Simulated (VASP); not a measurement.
Here is a VASP 6.6.1 calculation.

The input INCAR:

```
SYSTEM = RuPtC6N6
  PREC = Accurate
  ENCUT = 520
  EDIFF = 1E-6
  ISMEAR = 0
  SIGMA = 0.1
  LREAL = .FALSE.
  LASPH = .TRUE.
  NELM = 150
  ALGO = Normal
  ISIF = 2
  LWAVE = .FALSE.
  LCHARG = .FALSE.
  ISPIN = 2
  MAGMOM = 1 0 0 0 0 0 0 0 0 0 0 0 0 0
  LORBIT = 11
  LMAXMIX = 4
  GGA = PE
  NBANDS = 56
```

The input KPOINTS:

```
regular mesh
0
G
  4 4 4
  0 0 0
```

POSCAR

```
RuPtC6N6
1.0
    0.0000000000      5.0735000000      5.0735000000
    5.0735000000      0.0000000000      5.0735000000
    5.0735000000      5.0735000000      0.0000000000
Ru Pt C N
1 1 6 6
Direct
    0.0000000000      0.0000000000      0.0000000000
    0.5000000000      0.5000000000      0.5000000000
    0.8131467400      0.1868532600      0.1868532600
    0.1868532600      0.8131467400      0.1868532600
    0.1868532600      0.1868532600      0.8131467400
    0.1868532600      0.8131467400      0.8131467400
    0.8131467400      0.1868532600      0.8131467400
    0.8131467400      0.8131467400      0.1868532600
    0.6978417300      0.3021582700      0.3021582700
    0.3021582700      0.6978417300      0.3021582700
    0.3021582700      0.3021582700      0.6978417300
    0.3021582700      0.6978417300      0.6978417300
    0.6978417300      0.3021582700      0.6978417300
    0.6978417300      0.6978417300      0.3021582700
```

Potentials or basis: VASP PAW PBE potentials, release 64 (Ru_pv, Pt, C, N).

The run is started by

```bash
$ cat potpaw_PBE.64/Ru_pv/POTCAR potpaw_PBE.64/Pt/POTCAR potpaw_PBE.64/C/POTCAR potpaw_PBE.64/N/POTCAR > POTCAR
$ mpirun -np 1 vasp_std > vasp.out
```

(1) What does it give for the band gap on the k mesh?

(2) What does it give for the largest force?

(3) Estimate the pressure.

Answers

(1) 2.14 eV.

(2) 2.582 eV/Å.

(3) 5.4 GPa.

Caveat: the cell stands under pressure; spin-orbit coupling is left out, which moves the levels of the heavy elements; forces of over 1 eV/Å act on the atoms, so gaps and moduli don't describe the material at rest.
